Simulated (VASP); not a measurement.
# HfC (P6_3/mmc) in VASP: a series of runs

HfC is run at these levels: PBE; tasks: single point, relaxation of cell and atoms.

All numbers are computed with VASP 6.6.1; they aren't measurements. Logs are shortened: lines on timing, memory, paths and dates and some standing lists are left out, and cuts for length are marked.

### 1 The cell of the first run

It takes space group P6_3/mmc (No. 194, hexagonal). Conventional cell: a = 3.315 Å, b = 3.315 Å, c = 5.270 Å, α = 90.00°, β = 90.00°, γ = 120.00°. Within 3.1 Å of Hf (site symmetry -6m2) lie 6 C at 2.32 Å. Within 3.1 Å of C (site symmetry -3m) lie 6 Hf at 2.32 Å and 2 C at 2.63 Å.

### 2 Single point, PBE

INCAR reads:

```
SYSTEM = HfC
ALGO = Normal
EDIFF = 1E-6
ENCUT = 520
GGA = PE
ISIF = 2
ISMEAR = 0
LASPH = .True.
LCHARG = .True.
LELF = .True.
LREAL = .False.
LVHAR = .True.
LWAVE = .False.
NBANDS = 22
NELM = 80
PREC = Accurate
SIGMA = 0.1
```

KPOINTS reads:

```
k-points
0
Gamma
  6 6 4
  0 0 0
```

POSCAR reads:

```
HfC
1.0
    3.3149491155      0.0000000000      0.0000000000
   -1.6574745577      2.8708301463      0.0000000000
    0.0000000000      0.0000000000      5.2696265495
Hf C
2 2
Direct
    0.3333333333      0.6666666667      0.2500000000
    0.6666666667      0.3333333333      0.7500000000
    0.0000000000      0.0000000000      0.0000000000
    0.0000000000      0.0000000000      0.5000000000
```

Potentials or basis: VASP PAW PBE potentials, release 64 (Hf_pv, C).

Launch:

```
> cat potpaw_PBE.64/Hf_pv/POTCAR potpaw_PBE.64/C/POTCAR > POTCAR
> mpirun -np 1 vasp_std > vasp.out
```

OUTCAR:

```text
SYSTEM = HfC
   EDIFF = 1E-6
   ENCUT = 520
   GGA = PE
   ISIF = 2
   ISMEAR = 0
   LASPH = .True.
   LREAL = .False.
   NELM = 80
   PREC = Accurate

 ion  position               nearest neighbor table
   1  0.333  0.667  0.250-   3 2.32   4 2.32   3 2.32   4 2.32   3 2.32   4 2.32   2 3.26   2 3.26
                             2 3.26   2 3.26   2 3.26   2 3.26
   2  0.667  0.333  0.750-   3 2.32   4 2.32   3 2.32   4 2.32   3 2.32   4 2.32   1 3.26   1 3.26
                             1 3.26   1 3.26   1 3.26   1 3.26
   3  0.000  0.000  0.000-   1 2.32   2 2.32   1 2.32   2 2.32   2 2.32   1 2.32
   4  0.000  0.000  0.500-   1 2.32   2 2.32   1 2.32   2 2.32   2 2.32   1 2.32

  LATTYP: Found a hexagonal cell.
 ALAT       =     3.3149491155
 C/A-ratio  =     1.5896553358

  Lattice vectors:

 A1 = (   3.3149491155,   0.0000000000,   0.0000000000)
 A2 = (  -1.6574745577,   2.8708301463,   0.0000000000)
 A3 = (   0.0000000000,   0.0000000000,   5.2696265495)

Analysis of symmetry for initial positions (statically):
=====================================================================
 Subroutine PRICEL returns:
 Original cell was already a primitive cell.

 Routine SETGRP: Setting up the symmetry group for a
 hexagonal supercell.

 Subroutine GETGRP returns: Found 24 space group operations
 (whereof 12 operations were pure point group operations)
 out of a pool of 24 trial point group operations.

The static configuration has the point symmetry D_3d.
 The point group associated with its full space group is D_6h.

Analysis of symmetry for dynamics (positions and initial velocities):
=====================================================================
 Subroutine PRICEL returns:
 Original cell was already a primitive cell.

 Routine SETGRP: Setting up the symmetry group for a
 hexagonal supercell.

 Subroutine GETGRP returns: Found 24 space group operations
 (whereof 12 operations were pure point group operations)
 out of a pool of 24 trial point group operations.

The dynamic configuration has the point symmetry D_3d.
 The point group associated with its full space group is D_6h.

 Subroutine INISYM returns: Found 24 space group operations
 (whereof 12 operations are pure point group operations),
 and found     1 'primitive' translations

----------------------------------------------------------------------------------------

                                     Primitive cell

  volume of cell :      50.1492

  direct lattice vectors                    reciprocal lattice vectors
     3.314949116  0.000000000  0.000000000     0.301663756  0.174165651  0.000000000
    -1.657474558  2.870830146  0.000000000     0.000000000  0.348331301  0.000000000
     0.000000000  0.000000000  5.269626549     0.000000000  0.000000000  0.189766768

  length of vectors
     3.314949116  3.314949115  5.269626549     0.348331301  0.348331301  0.189766768

  position of ions in fractional coordinates (direct lattice)
     0.333333333  0.666666667  0.250000000
     0.666666667  0.333333333  0.750000000
     0.000000000  0.000000000  0.000000000
     0.000000000  0.000000000  0.500000000

  ion indices of the primitive-cell ions
   primitive index   ion index
                 1           1
                 2           2
                 3           3
                 4           4

----------------------------------------------------------------------------------------

 KPOINTS: k-points

Automatic generation of k-mesh.
 Grid dimensions read from file:
 generate k-points for:    6    6    4

 Generating k-lattice:

  Cartesian coordinates                     Fractional coordinates (reciprocal lattice)
     0.050277293  0.029027608  0.000000000     0.166666667  0.000000000  0.000000000
     0.000000000  0.058055217  0.000000000     0.000000000  0.166666667  0.000000000
     0.000000000  0.000000000  0.047441692     0.000000000  0.000000000  0.250000000

  Length of vectors
     0.058055217  0.058055217  0.047441692

  Shift w.r.t. Gamma in fractional coordinates (k-lattice)
     0.000000000  0.000000000  0.000000000

 Subroutine IBZKPT returns following result:
 ===========================================

 Found     21 irreducible k-points:

 Following reciprocal coordinates:
            Coordinates               Weight
  0.000000  0.000000  0.000000      1.000000
  0.166667  0.000000  0.000000      6.000000
  0.333333  0.000000  0.000000      6.000000
  0.500000  0.000000  0.000000      3.000000
  0.166667  0.166667  0.000000      6.000000
  0.333333  0.166667  0.000000     12.000000
[... 13 lines left out ...]
  0.333333  0.166667  0.500000     12.000000
  0.333333  0.333333  0.500000      2.000000
   k-points           NKPTS =     21   k-points in BZ     NKDIM =     21   number of bands    NBANDS=     22
   number of dos      NEDOS =    301   number of ions     NIONS =      4
   total plane-waves  NPLWV =  31360
   dimension x,y,z NGX =    28 NGY =   28 NGZ =   40
   dimension x,y,z NGXF=    56 NGYF=   56 NGZF=   80
   ions per type =               2   2
   NGX,Y,Z   is equivalent  to a cutoff of  14.04, 14.04, 12.62 a.u.
   NGXF,Y,Z  is equivalent  to a cutoff of  28.08, 28.08, 25.24 a.u.
 SYSTEM =  HfC
   PREC   = accura    normal or accurate (medium, high low for compatibility)
   ISTART =      0    job   : 0-new  1-cont  2-samecut
   ICHARG =      2    charge: 1-file 2-atom 10-const
   ISPIN  =      1    spin polarized calculation?
   LNONCOLLINEAR =      F non collinear calculations
   LSORBIT =      F    spin-orbit coupling
   LASPH  =      T    aspherical Exc in radial PAW
   ENCUT  =  520.0 eV  38.22 Ry    6.18 a.u.   6.16  6.16  9.80*2*pi/ulx,y,z
   NELM   =     80;   NELMIN=  2; NELMDL= -5     # of ELM steps
   EDIFF  = 0.1E-05   stopping-criterion for ELM
   LREAL  =      F    real-space projection
   EDIFFG = 0.1E-04   stopping-criterion for IOM
   NSW    =      0    number of steps for IOM
   IBRION =     -1    ionic relax: 0-MD 1-quasi-New 2-CG
   NFREE  =      0    steps in history (QN), initial steepest desc. (CG)
   ISIF   =      2    stress and relaxation
   ISYM   =      2    0-nonsym 1-usesym 2-fastsym
   POTIM  = 0.5000    time-step for ionic-motion
   TEBEG  =    0.0;   TEEND  =   0.0 temperature during run
   PSTRESS=    0.0 pullay stress
   NELECT =      28.0000    total number of electrons
   NUPDOWN=      -1.0000    fix difference up-down
   EMIN   =  10.00;   EMAX   =-10.00  energy-range for DOS
   EFERMI =   0.00;   METHOD = LEGACY
   ISMEAR =     0;   SIGMA  =   0.10  broadening in eV -4-tet -1-fermi 0-gaus
   EFERMI_NEDOS =   21; number of points for ismear=-14 and -15
   IALGO  =     38    algorithm
   IMIX   =      4    mixing-type and parameters
     AMIX     =   0.40;   BMIX     =  1.00
     AMIX_MAG =   1.60;   BMIX_MAG =  1.00
  volume/ion in A,a.u.               =      12.54        84.61
  Fermi-wavevector in a.u.,A,eV,Ry     =   1.348050  2.547446 24.725047  1.817240
  Thomas-Fermi vector in A             =   2.475751
   LORBIT       =      0    0 simple, 1 ext, 2 COOP (PROOUT), +10 PAW based schemes
   GGA     = PE    functional components
   LHFCALC =     F    Hartree Fock is set to
   AEXX    =    0.0000 exact exchange contribution
   IVDW    =     0    specifies the selected vdW correction
   LEPSILON=     F    determine dielectric tensor
   LRPA    =     F    only Hartree local field effects (RPA)
 non-spin polarized calculation
 Gauss-broadening in eV      SIGMA  =   0.10
  energy-cutoff  :      520.00
  volume of cell :       50.15
 maximum number of plane-waves:      1387
 NGX is ok and might be reduce to    28
   NGX = 13   NGY = 13   NGZ = 19

 number of electron      27.9999999 magnetization

 Free energy of the ion-electron system (eV)
  ---------------------------------------------------
  ext. energy  EPLUGINS =         0.00000000
  ---------------------------------------------------
  free energy    TOTEN  =       -41.31793317 eV

  energy without entropy =      -41.31346318  energy(sigma->0) =      -41.31569817

 E-fermi :   6.1258     XC(G=0): -12.3000

 val. band max:        6.0830202466   @ k =   0.1667   0.1667   0.2500
 cond. band min:       6.2459301195   @ k =   0.1667   0.0000   0.0000
 fundamental gap:      0.1629098729
 Fermi energy:         6.1258492856

 k-point     1 :       0.0000    0.0000    0.0000
  band No.  band energies     occupation
      1     -24.1690      2.00000
      2     -23.5966      2.00000
      3     -23.5966      2.00000
      4     -23.5161      2.00000
      5     -23.5161      2.00000
      6     -23.4480      2.00000
[... 14 lines left out ...]
     21      10.4459      0.00000
     22      14.4748      0.00000

 k-point     2 :       0.1667    0.0000    0.0000
  band No.  band energies     occupation
      1     -24.1055      2.00000
      2     -23.7277      2.00000
      3     -23.6421      2.00000
      4     -23.6362      2.00000
      5     -23.5258      2.00000
      6     -23.4701      2.00000
[... 14 lines left out ...]
     21      12.0639      0.00000
     22      13.5092      0.00000

 k-point     3 :       0.3333    0.0000    0.0000
  band No.  band energies     occupation
      1     -23.9889      2.00000
      2     -23.9525      2.00000
      3     -23.8580      2.00000
      4     -23.7215      2.00000
      5     -23.5559      2.00000
      6     -23.5396      2.00000
[... 14 lines left out ...]
     21      12.7903      0.00000
     22      13.3821      0.00000

 k-point     4 :       0.5000    0.0000    0.0000
  band No.  band energies     occupation
      1     -24.1164      2.00000
      2     -23.9633      2.00000
      3     -23.8402      2.00000
      4     -23.7584      2.00000
      5     -23.6097      2.00000
      6     -23.5732      2.00000
[... 14 lines left out ...]
     21      12.1280      0.00000
     22      12.9324      0.00000

 k-point     5 :       0.1667    0.1667    0.0000
  band No.  band energies     occupation
      1     -23.9961      2.00000
      2     -23.8725      2.00000
      3     -23.8484      2.00000
      4     -23.6689      2.00000
      5     -23.5909      2.00000
      6     -23.5170      2.00000
[... 14 lines left out ...]
     21      12.6221      0.00000
     22      12.8287      0.00000

 k-point     6 :       0.3333    0.1667    0.0000
  band No.  band energies     occupation
      1     -24.0583      2.00000
      2     -23.9224      2.00000
      3     -23.8429      2.00000
      4     -23.7889      2.00000
      5     -23.6493      2.00000
      6     -23.6070      2.00000
[... 14 lines left out ...]
     21      13.0346      0.00000
     22      13.1450      0.00000

 k-point     7 :       0.3333    0.3333    0.0000
  band No.  band energies     occupation
      1     -24.0516      2.00000
      2     -23.8647      2.00000
      3     -23.8647      2.00000
      4     -23.7883      2.00000
      5     -23.7143      2.00000
      6     -23.7143      2.00000
[... 249 lines left out ...]
      6     -23.6381      2.00000
[... 14 lines left out ...]
     21      13.6157      0.00000
     22      13.6157      0.00000

 k-point    18 :       0.5000    0.0000    0.5000
  band No.  band energies     occupation
      1     -24.1328      2.00000
      2     -24.1328      2.00000
      3     -23.6667      2.00000
      4     -23.6667      2.00000
      5     -23.6271      2.00000
      6     -23.6271      2.00000
[... 14 lines left out ...]
     21      14.3652      0.00000
     22      14.3652      0.00000

 k-point    19 :       0.1667    0.1667    0.5000
  band No.  band energies     occupation
      1     -23.9617      2.00000
      2     -23.9617      2.00000
      3     -23.6869      2.00000
      4     -23.6869      2.00000
      5     -23.6002      2.00000
      6     -23.6002      2.00000
[... 14 lines left out ...]
     21      13.7103      0.00000
     22      13.7145      0.00000

 k-point    20 :       0.3333    0.1667    0.5000
  band No.  band energies     occupation
      1     -24.0720      2.00000
      2     -24.0720      2.00000
      3     -23.7739      2.00000
      4     -23.7739      2.00000
      5     -23.5847      2.00000
      6     -23.5847      2.00000
[... 14 lines left out ...]
     21      13.7519      0.00000
     22      13.7519      0.00000

 k-point    21 :       0.3333    0.3333    0.5000
  band No.  band energies     occupation
      1     -24.0065      2.00000
      2     -24.0065      2.00000
      3     -23.9219      2.00000
      4     -23.9219      2.00000
      5     -23.5653      2.00000
      6     -23.5653      2.00000
[... 14 lines left out ...]
     21      13.7525      0.00000
     22      13.7525      0.00000

------------------------ aborting loop because EDIFF is reached ----------------------------------------

  FORCE on cell =-STRESS in cart. coord.  units (eV):
  Direction    XX          YY          ZZ          XY          YZ          ZX
  --------------------------------------------------------------------------------------
  -------------------------------------------------------------------------------------
  Total       -0.1267379     -0.1267379     -0.0073508     -0.0000000     -0.0000000      0.0000000
  in kB       -4.0490469     -4.0490469     -0.2348438     -0.0000000     -0.0000000      0.0000000
  external PRESSURE =      -2.7776459 kB  Pullay stress =       0.0000000 kB

 VOLUME and BASIS-vectors are now :
 -----------------------------------------------------------------------------
  energy-cutoff  :      520.00
  volume of cell :       50.15
      direct lattice vectors                 reciprocal lattice vectors
     3.314949116  0.000000000  0.000000000     0.301663756  0.174165651  0.000000000
    -1.657474558  2.870830146  0.000000000     0.000000000  0.348331301  0.000000000
     0.000000000  0.000000000  5.269626549     0.000000000  0.000000000  0.189766768

 POSITION                                       TOTAL-FORCE (eV/Angst)
 -----------------------------------------------------------------------------------
     -0.00000      1.91389      1.31741        -0.000000      0.000000      0.000000
      1.65747      0.95694      3.95222         0.000000     -0.000000      0.000000
      0.00000      0.00000      0.00000         0.000000      0.000000      0.000000
      0.00000      0.00000      2.63481         0.000000      0.000000      0.000000
 -----------------------------------------------------------------------------------
    total drift:                               -0.000000      0.000000     -0.000000

  FREE ENERGIE OF THE ION-ELECTRON SYSTEM (eV)
  ---------------------------------------------------
  free  energy   TOTEN  =       -41.3179331673 eV

  energy  without entropy=      -41.3134631805  energy(sigma->0) =      -41.31569817
```

Wall time 14 s (1 thread of Intel Xeon 6975P-C (Granite Rapids), shared host); peak memory 0.18 GiB.

Results:

- Free energy: -41.3179 eV
- Pressure: -0.3 GPa
- Band gap on the k mesh: zero (band 14 reaches 7.40 eV, above the bottom of band 15 at 6.08 eV)

Caveat: the k points lie up to 0.36 Å⁻¹ apart; spin-orbit coupling is left out, which moves the levels of the heavy elements.

### 3 Single point, PBE

This run uses another cell than the first one, of 12.56 Å³/atom, 1.002 times its volume.

INCAR reads:

```
PREC = Accurate
ENCUT = 520
EDIFF = 1E-6
ISMEAR = 0
SIGMA = 0.1
LREAL = F
LASPH = T
NELM = 100
ALGO = Normal
ISIF = 2
LWAVE = F
LCHARG = T
GGA = PE
LELF = T
LVHAR = T
NBANDS = 22
```

KPOINTS reads:

```
Automatic mesh
0
Gamma
  6 6 4
```

POSCAR reads:

```
HfC
1.0
    3.3161144269      0.0000000000      0.0000000000
   -1.6580572134      2.8718393356      0.0000000000
    0.0000000000      0.0000000000      5.2764904897
Hf C
2 2
Direct
    0.3333333333      0.6666666667      0.2500000000
    0.6666666667      0.3333333333      0.7500000000
    0.0000000000      0.0000000000      0.0000000000
    0.0000000000      0.0000000000      0.5000000000
```

Potentials or basis: VASP PAW PBE potentials, release 64 (Hf_pv, C).

Launch:

```
> cat potpaw_PBE.64/Hf_pv/POTCAR potpaw_PBE.64/C/POTCAR > POTCAR
> mpirun -np 1 vasp_std > vasp.out
```

OUTCAR:

```text
PREC = Accurate
   ENCUT = 520
   EDIFF = 1E-6
   ISMEAR = 0
   LREAL = F
   LASPH = T
   NELM = 100
   ISIF = 2
   GGA = PE

 ion  position               nearest neighbor table
   1  0.333  0.667  0.250-   3 2.32   4 2.32   3 2.32   4 2.32   3 2.32   4 2.32   2 3.26   2 3.26
                             2 3.26   2 3.26   2 3.26   2 3.26
   2  0.667  0.333  0.750-   3 2.32   4 2.32   3 2.32   4 2.32   3 2.32   4 2.32   1 3.26   1 3.26
                             1 3.26   1 3.26   1 3.26   1 3.26
   3  0.000  0.000  0.000-   1 2.32   2 2.32   2 2.32   1 2.32   2 2.32   1 2.32
[... 725 lines left out ...]
  --------------------------------------------------------------------------------------
  -------------------------------------------------------------------------------------
  Total       -0.2454147     -0.2454147     -0.2071630     -0.0000000      0.0000000     -0.0000000
  in kB       -7.8248569     -7.8248569     -6.6052312     -0.0000000      0.0000000     -0.0000000
  external PRESSURE =      -7.4183150 kB  Pullay stress =       0.0000000 kB

 VOLUME and BASIS-vectors are now :
 -----------------------------------------------------------------------------
  energy-cutoff  :      520.00
  volume of cell :       50.25
      direct lattice vectors                 reciprocal lattice vectors
     3.316114427  0.000000000  0.000000000     0.301557748  0.174104447  0.000000000
    -1.658057213  2.871839336  0.000000000     0.000000000  0.348208894  0.000000000
     0.000000000  0.000000000  5.276490490     0.000000000  0.000000000  0.189519909

 POSITION                                       TOTAL-FORCE (eV/Angst)
 -----------------------------------------------------------------------------------
     -0.00000      1.91456      1.31912        -0.000000      0.000000      0.000000
      1.65806      0.95728      3.95737         0.000000     -0.000000      0.000000
      0.00000      0.00000      0.00000         0.000000      0.000000      0.000000
      0.00000      0.00000      2.63825        -0.000000      0.000000      0.000000
 -----------------------------------------------------------------------------------
    total drift:                               -0.000000      0.000000     -0.000000

  FREE ENERGIE OF THE ION-ELECTRON SYSTEM (eV)
  ---------------------------------------------------
  free  energy   TOTEN  =       -41.3176824133 eV

  energy  without entropy=      -41.3132054286  energy(sigma->0) =      -41.31544392
```

OSZICAR:

```text
N       E                     dE             d eps       ncg     rms          rms(c)
DAV:   1     0.892954940505E+02    0.89295E+02   -0.15717E+04   924   0.126E+03
DAV:   2    -0.417888218907E+02   -0.13108E+03   -0.12480E+03  1192   0.284E+02
DAV:   3    -0.473842589104E+02   -0.55954E+01   -0.55409E+01  1176   0.432E+01
DAV:   4    -0.474517806126E+02   -0.67522E-01   -0.67232E-01  1182   0.504E+00
DAV:   5    -0.474525955934E+02   -0.81498E-03   -0.81479E-03  1194   0.483E-01    0.752E+01
DAV:   6    -0.416381733008E+02    0.58144E+01   -0.49178E+01  1068   0.240E+01    0.562E+01
DAV:   7    -0.413812007182E+02    0.25697E+00   -0.33975E+00  1038   0.842E+00    0.276E+01
DAV:   8    -0.413411975019E+02    0.40003E-01   -0.18678E-01  1144   0.283E+00    0.560E+00
DAV:   9    -0.413210170902E+02    0.20180E-01   -0.20263E-01  1082   0.164E+00    0.369E+00
DAV:  10    -0.413187438212E+02    0.22733E-02   -0.65078E-03  1146   0.466E-01    0.110E+00
DAV:  11    -0.413176941732E+02    0.10496E-02   -0.46551E-03  1080   0.266E-01    0.362E-01
DAV:  12    -0.413176823617E+02    0.11812E-04   -0.23230E-04  1174   0.719E-02    0.159E-02
DAV:  13    -0.413176833878E+02   -0.10261E-05   -0.62641E-06  1130   0.107E-02    0.273E-02
DAV:  14    -0.413176824133E+02    0.97451E-06   -0.19701E-06   876   0.620E-03
   1 F= -.41317682E+02 E0= -.41315444E+02  d E =-.447698E-02
```

stdout:

```text
POSCAR found type information on POSCAR HfC
 POSCAR found :  2 types and       4 ions
 scaLAPACK will be used
 LDA part: xc-table for (Slater+PW92), standard interpolation
 POSCAR, INCAR and KPOINTS ok, starting setup
 FFT: planning ... GRIDC
 FFT: planning ... GRID_SOFT
 FFT: planning ... GRID
 WAVECAR not read
 entering main loop
```

It took 12 s on 1 thread of Intel Xeon 6975P-C (Granite Rapids), shared host; peak memory 0.18 GiB.

What came out:

```yaml
Free_energy: -41.3177 eV
Pressure: -0.7 GPa
Band_gap_on_the_k_mesh: zero (band 14 reaches 7.38 eV, above the bottom of band 15 at 6.07 eV)
```

Caveat: the k points lie up to 0.36 Å⁻¹ apart; spin-orbit coupling is left out, which moves the levels of the heavy elements.

[end of part 1 of 2]
